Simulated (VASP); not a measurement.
Here is a VASP 6.6.1 calculation.

Contents of INCAR:

```
SYSTEM = Tc
PREC     = Accurate       ! precision mode
ENCUT    = 520            ! plane-wave cutoff, eV
EDIFF    = 1E-7           ! SCF threshold, eV
ISMEAR   = -1             ! smearing method
SIGMA    = 0.05           ! smearing width, eV
LREAL    = .FALSE.        ! projectors in reciprocal space
LASPH    = .TRUE.         ! aspherical terms in the spheres
NELM     = 60             ! most SCF steps
ALGO     = Fast           ! electronic algorithm
ISIF     = 2              ! what is computed and relaxed
LWAVE    = .FALSE.        ! write WAVECAR
LCHARG   = .FALSE.        ! write CHGCAR
GGA      = PE             ! functional
NBANDS   = 20             ! bands
```

File KPOINTS:

```
Automatic mesh
0
G
  9 9 5
  0 0 0
```

POSCAR

```
Tc
1.0
    2.7400000000      0.0000000000      0.0000000000
   -1.3700000000      2.3729096064      0.0000000000
    0.0000000000      0.0000000000      4.5739200000
Tc
2
Direct
    0.6666666667      0.3333333333      0.7500000000
    0.3333333333      0.6666666667      0.2500000000
```

Potentials or basis: VASP PAW PBE potentials, release 64 (Tc_pv).

The run is started by

```bash
$ cat potpaw_PBE.64/Tc_pv/POTCAR > POTCAR
$ mpirun -np 1 vasp_std > vasp.out
```

Q: Predict the band gap on the k mesh.

A: Zero (band 13 reaches 12.94 eV, above the bottom of band 14 at 10.68 eV).

Q: Estimate the pressure.

A: -8.3 GPa.

Stress tensor (GPa, compression positive):
```
 -3.17   0.00   0.00
  0.00  -3.17   0.00
  0.00   0.00 -18.66
```
